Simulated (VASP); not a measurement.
# TaAl2N3 (I4/mmm) in VASP: single point with PBE

Aim: the single point of TaAl2N3 with PBE.

Program: VASP 6.6.1. These are calculated values, not measurements. Logs are shortened: lines on timing, memory, paths and dates and some standing lists are left out, and cuts for length are marked.

## 1. The cell of the first run

The structure is tetragonal, space group I4/mmm (No. 139). The conventional cell has a = 3.337 Å, b = 3.337 Å, c = 14.159 Å, α = 90.00°, β = 90.00°, γ = 90.00°. Ta (site symmetry 4/mmm) has 6 N at 2.36 Å within 3.1 Å. Within 3.1 Å of Al (site symmetry 4mm) lie 6 N at 2.36 Å. N (site symmetry 4mm) has 5 Al at 2.36 Å and 1 Ta at 2.36 Å within 3.1 Å. N (site symmetry 4/mmm) has 4 Ta at 2.36 Å and 2 Al at 2.36 Å within 3.1 Å.

## 2. Single point, PBE

Contents of INCAR:

```
SYSTEM = TaAl2N3
PREC = Accurate ; ENCUT = 520
EDIFF = 1E-6 ; ISMEAR = 0
SIGMA = 0.1 ; LREAL = .FALSE.
LASPH = .TRUE. ; NELM = 60
ALGO = Normal ; ISIF = 2
LWAVE = .FALSE. ; LCHARG = .TRUE.
GGA = PE ; LELF = .TRUE.
LVHAR = .TRUE. ; NBANDS = 25
```

Contents of KPOINTS:

```
regular mesh
0
G
  8 8 8
  0 0 0
```

Contents of POSCAR:

```
TaAl2N3
1.0
   -1.6686770900      1.6686770900      7.0795973200
    1.6686770900     -1.6686770900      7.0795973200
    1.6686770900      1.6686770900     -7.0795973200
Ta Al N
1 2 3
Direct
    0.5000000000      0.5000000000      0.0000000000
    0.8333333300      0.8333333300      0.0000000000
    0.1666666700      0.1666666700      0.0000000000
    0.6666666700      0.6666666700      0.0000000000
    0.3333333300      0.3333333300      0.0000000000
    0.0000000000      0.0000000000      0.0000000000
```

Potentials or basis: VASP PAW PBE potentials, release 64 (Ta_pv, Al, N).

Command:

```sh
$ cat potpaw_PBE.64/Ta_pv/POTCAR potpaw_PBE.64/Al/POTCAR potpaw_PBE.64/N/POTCAR > POTCAR
$ mpirun -np 1 vasp_std > vasp.out
```

OUTCAR:

```text
SYSTEM = TaAl2N3
   PREC = Accurate
   ENCUT = 520
   EDIFF = 1E-6
   ISMEAR = 0
   LREAL = .FALSE.
   LASPH = .TRUE.
   NELM = 60
   ISIF = 2
   GGA = PE

 ion  position               nearest neighbor table
   1  0.500  0.500  0.000-   6 2.36   6 2.36   6 2.36   6 2.36   5 2.36   4 2.36   3 3.34   3 3.34
                             2 3.34   2 3.34   2 3.34   3 3.34   2 3.34   3 3.34
   2  0.833  0.833  0.000-   4 2.36   5 2.36   5 2.36   5 2.36   5 2.36   6 2.36   3 3.34   3 3.34
                             3 3.34   3 3.34   1 3.34   1 3.34   1 3.34   1 3.34
   3  0.167  0.167  0.000-   5 2.36   4 2.36   4 2.36   4 2.36   4 2.36   6 2.36   2 3.34   2 3.34
                             2 3.34   2 3.34   1 3.34   1 3.34   1 3.34   1 3.34
   4  0.667  0.667  0.000-   2 2.36   3 2.36   3 2.36   3 2.36   3 2.36   1 2.36
   5  0.333  0.333  0.000-   3 2.36   2 2.36   2 2.36   2 2.36   2 2.36   1 2.36
   6  0.000  0.000  0.000-   1 2.36   1 2.36   1 2.36   1 2.36   3 2.36   2 2.36

  LATTYP: Found a body centered tetragonal cell.
 ALAT       =     3.3373541800
 C/A-ratio  =     4.2426406897

  Lattice vectors:

 A1 = (  -1.6686770900,   1.6686770900,   7.0795973200)
 A2 = (   1.6686770900,  -1.6686770900,   7.0795973200)
 A3 = (   1.6686770900,   1.6686770900,  -7.0795973200)

Analysis of symmetry for initial positions (statically):
=====================================================================
 Subroutine PRICEL returns:
 Original cell was already a primitive cell.

 Routine SETGRP: Setting up the symmetry group for a
 body centered tetragonal supercell.

 Subroutine GETGRP returns: Found 16 space group operations
 (whereof 16 operations were pure point group operations)
 out of a pool of 16 trial point group operations.

The static configuration has the point symmetry D_4h.

Analysis of symmetry for dynamics (positions and initial velocities):
=====================================================================
 Subroutine PRICEL returns:
 Original cell was already a primitive cell.

 Routine SETGRP: Setting up the symmetry group for a
 body centered tetragonal supercell.

 Subroutine GETGRP returns: Found 16 space group operations
 (whereof 16 operations were pure point group operations)
 out of a pool of 16 trial point group operations.

The dynamic configuration has the point symmetry D_4h.

 Subroutine INISYM returns: Found 16 space group operations
 (whereof 16 operations are pure point group operations),
 and found     1 'primitive' translations

----------------------------------------------------------------------------------------

                                     Primitive cell

  volume of cell :      78.8521

  direct lattice vectors                    reciprocal lattice vectors
    -1.668677090  1.668677090  7.079597320     0.000000000  0.299638560  0.070625486
     1.668677090 -1.668677090  7.079597320     0.299638560  0.000000000  0.070625486
     1.668677090  1.668677090 -7.079597320     0.299638560  0.299638560  0.000000000

  length of vectors
     7.462550816  7.462550816  7.462550816     0.307849356  0.307849356  0.423752915

  position of ions in fractional coordinates (direct lattice)
     0.500000000  0.500000000  0.000000000
     0.833333330  0.833333330  0.000000000
     0.166666670  0.166666670  0.000000000
     0.666666670  0.666666670  0.000000000
     0.333333330  0.333333330  0.000000000
     0.000000000  0.000000000  0.000000000

  ion indices of the primitive-cell ions
   primitive index   ion index
                 1           1
                 2           2
                 3           3
                 4           4
                 5           5
                 6           6

----------------------------------------------------------------------------------------

 KPOINTS: regular mesh

Automatic generation of k-mesh.
 Grid dimensions read from file:
 generate k-points for:    8    8    8

 Generating k-lattice:

  Cartesian coordinates                     Fractional coordinates (reciprocal lattice)
     0.000000000  0.037454820  0.008828186     0.125000000  0.000000000 -0.000000000
     0.037454820  0.000000000  0.008828186     0.000000000  0.125000000 -0.000000000
     0.037454820  0.037454820  0.000000000     0.000000000  0.000000000  0.125000000

  Length of vectors
     0.038481169  0.038481169  0.052969114

  Shift w.r.t. Gamma in fractional coordinates (k-lattice)
     0.000000000  0.000000000  0.000000000

 Subroutine IBZKPT returns following result:
 ===========================================

 Found     59 irreducible k-points:

 Following reciprocal coordinates:
            Coordinates               Weight
  0.000000  0.000000  0.000000      1.000000
  0.125000 -0.000000  0.000000      8.000000
  0.250000 -0.000000  0.000000      8.000000
  0.375000 -0.000000  0.000000      8.000000
  0.500000 -0.000000  0.000000      4.000000
  0.125000  0.125000  0.000000      8.000000
[... 16 lines left out ...]
  0.250000  0.125000  0.125000     16.000000
  0.375000  0.125000  0.125000      8.000000
 [... further k-points ...]
   k-points           NKPTS =     59   k-points in BZ     NKDIM =     59   number of bands    NBANDS=     25
   number of dos      NEDOS =    301   number of ions     NIONS =      6
   total plane-waves  NPLWV = 175616
   dimension x,y,z NGX =    56 NGY =   56 NGZ =   56
   dimension x,y,z NGXF=   112 NGYF=  112 NGZF=  112
   ions per type =               1   2   3
   NGX,Y,Z   is equivalent  to a cutoff of  12.48, 12.48, 12.48 a.u.
   NGXF,Y,Z  is equivalent  to a cutoff of  24.95, 24.95, 24.95 a.u.
 SYSTEM =  TaAl2N3
   PREC   = accura    normal or accurate (medium, high low for compatibility)
   ISTART =      0    job   : 0-new  1-cont  2-samecut
   ICHARG =      2    charge: 1-file 2-atom 10-const
   ISPIN  =      1    spin polarized calculation?
   LNONCOLLINEAR =      F non collinear calculations
   LSORBIT =      F    spin-orbit coupling
   LASPH  =      T    aspherical Exc in radial PAW
   ENCUT  =  520.0 eV  38.22 Ry    6.18 a.u.  13.88 13.88 13.88*2*pi/ulx,y,z
   NELM   =     60;   NELMIN=  2; NELMDL= -5     # of ELM steps
   EDIFF  = 0.1E-05   stopping-criterion for ELM
   LREAL  =      F    real-space projection
   EDIFFG = 0.1E-04   stopping-criterion for IOM
   NSW    =      0    number of steps for IOM
   IBRION =     -1    ionic relax: 0-MD 1-quasi-New 2-CG
   NFREE  =      0    steps in history (QN), initial steepest desc. (CG)
   ISIF   =      2    stress and relaxation
   ISYM   =      2    0-nonsym 1-usesym 2-fastsym
   POTIM  = 0.5000    time-step for ionic-motion
   TEBEG  =    0.0;   TEEND  =   0.0 temperature during run
   PSTRESS=    0.0 pullay stress
   NELECT =      32.0000    total number of electrons
   NUPDOWN=      -1.0000    fix difference up-down
   EMIN   =  10.00;   EMAX   =-10.00  energy-range for DOS
   EFERMI =   0.00;   METHOD = LEGACY
   ISMEAR =     0;   SIGMA  =   0.10  broadening in eV -4-tet -1-fermi 0-gaus
   EFERMI_NEDOS =   21; number of points for ismear=-14 and -15
   IALGO  =     38    algorithm
   IMIX   =      4    mixing-type and parameters
     AMIX     =   0.40;   BMIX     =  1.00
     AMIX_MAG =   1.60;   BMIX_MAG =  1.00
  volume/ion in A,a.u.               =      13.14        88.69
  Fermi-wavevector in a.u.,A,eV,Ry     =   1.212050  2.290442 19.987837  1.469065
  Thomas-Fermi vector in A             =   2.347546
   LORBIT       =      0    0 simple, 1 ext, 2 COOP (PROOUT), +10 PAW based schemes
   GGA     = PE    functional components
   LHFCALC =     F    Hartree Fock is set to
   AEXX    =    0.0000 exact exchange contribution
   IVDW    =     0    specifies the selected vdW correction
   LEPSILON=     F    determine dielectric tensor
   LRPA    =     F    only Hartree local field effects (RPA)
 non-spin polarized calculation
 Gauss-broadening in eV      SIGMA  =   0.10
  energy-cutoff  :      520.00
  volume of cell :       78.85
 maximum number of plane-waves:      2159
   NGX = 27   NGY = 27   NGZ = 27

 number of electron      31.9999999 magnetization

 Free energy of the ion-electron system (eV)
  ---------------------------------------------------
  ext. energy  EPLUGINS =         0.00000000
  ---------------------------------------------------
  free energy    TOTEN  =       -45.84871647 eV

  energy without entropy =      -45.83919314  energy(sigma->0) =      -45.84395481

 E-fermi :   7.0610     XC(G=0): -10.9747

 val. band max:        7.0409963104   @ k =   0.5000   0.2500   0.0000
 cond. band min:       7.0834249849   @ k =  -0.3750   0.3750   0.1250
 fundamental gap:      0.0424286745
 Fermi energy:         7.0610067364

 k-point     1 :       0.0000    0.0000    0.0000
  band No.  band energies     occupation
      1     -29.1954      2.00000
      2     -29.1018      2.00000
      3     -29.1018      2.00000
      4      -9.4630      2.00000
      5      -8.3595      2.00000
      6      -7.7217      2.00000
[... 17 lines left out ...]
     24      11.6273      0.00000
     25      12.8430      0.00000

 k-point     2 :       0.1250   -0.0000    0.0000
  band No.  band energies     occupation
      1     -29.1928      2.00000
      2     -29.1305      2.00000
      3     -29.0986      2.00000
      4      -9.3111      2.00000
      5      -8.2771      2.00000
      6      -7.6562      2.00000
[... 17 lines left out ...]
     24      11.8161      0.00000
     25      12.5477      0.00000

 k-point     3 :       0.2500   -0.0000    0.0000
  band No.  band energies     occupation
      1     -29.1989      2.00000
      2     -29.1866      2.00000
      3     -29.0907      2.00000
      4      -8.8959      2.00000
      5      -8.0645      2.00000
      6      -7.5175      2.00000
[... 552 lines left out ...]
 k-point    23 :       0.2500    0.1250    0.1250
  band No.  band energies     occupation
      1     -29.2500      2.00000
      2     -29.1743      2.00000
      3     -29.1724      2.00000
      4      -8.2776      2.00000
      5      -7.6929      2.00000
      6      -7.2853      2.00000
[... 17 lines left out ...]
     24      12.2014      0.00000
     25      12.5570      0.00000

 k-point    24 :       0.3750    0.1250    0.1250
  band No.  band energies     occupation
      1     -29.2768      2.00000
      2     -29.1702      2.00000
      3     -29.1699      2.00000
      4      -8.1700      2.00000
      5      -7.5398      2.00000
      6      -7.3213      2.00000
[... 17 lines left out ...]
     24      11.9894      0.00000
     25      12.7178      0.00000

 [... further k-points ...]

------------------------ aborting loop because EDIFF is reached ----------------------------------------

  FORCE on cell =-STRESS in cart. coord.  units (eV):
  Direction    XX          YY          ZZ          XY          YZ          ZX
  --------------------------------------------------------------------------------------
  -------------------------------------------------------------------------------------
  Total      -20.9323956    -20.9323956    -17.1429994      0.0000000      0.0000000      0.0000000
  in kB     -425.3205443   -425.3205443   -348.3246722      0.0000000      0.0000000      0.0000000
  external PRESSURE =    -399.6552536 kB  Pullay stress =       0.0000000 kB

 VOLUME and BASIS-vectors are now :
 -----------------------------------------------------------------------------
  energy-cutoff  :      520.00
  volume of cell :       78.85
      direct lattice vectors                 reciprocal lattice vectors
    -1.668677090  1.668677090  7.079597320     0.000000000  0.299638560  0.070625486
     1.668677090 -1.668677090  7.079597320     0.299638560  0.000000000  0.070625486
     1.668677090  1.668677090 -7.079597320     0.299638560  0.299638560  0.000000000

 POSITION                                       TOTAL-FORCE (eV/Angst)
 -----------------------------------------------------------------------------------
      0.00000      0.00000      7.07960        -0.000000     -0.000000     -0.000000
      0.00000      0.00000     11.79933        -0.000000     -0.000000     -0.477508
      0.00000      0.00000      2.35987         0.000000      0.000000      0.477508
      0.00000      0.00000      9.43946         0.000000      0.000000     -0.100584
      0.00000      0.00000      4.71973        -0.000000     -0.000000      0.100584
      0.00000      0.00000      0.00000        -0.000000     -0.000000     -0.000000
 -----------------------------------------------------------------------------------
    total drift:                                0.000000     -0.000000      0.000000

  FREE ENERGIE OF THE ION-ELECTRON SYSTEM (eV)
  ---------------------------------------------------
  free  energy   TOTEN  =       -45.8487164719 eV

  energy  without entropy=      -45.8391931436  energy(sigma->0) =      -45.84395481
```

It took 10 min on 1 thread of Intel Xeon 8259CL, shared host; peak memory 0.48 GiB.

Results:

```
Free energy            : -45.8487 eV
Pressure               : -40.0 GPa
Largest force          : 0.478 eV/Å
Band gap on the k mesh : zero (bands 16 and 17 overlap by 2.55 eV)
```

Forces in eV/Å, atoms in the order of the input:
```
Ta   0.000  0.000  0.000
Al   0.000  0.000 -0.478
Al   0.000  0.000  0.478
N    0.000  0.000 -0.101
N    0.000  0.000  0.101
N    0.000  0.000  0.000
```

Caveat: the cell stands under tension; spin-orbit coupling is left out, which moves the levels of the heavy elements.
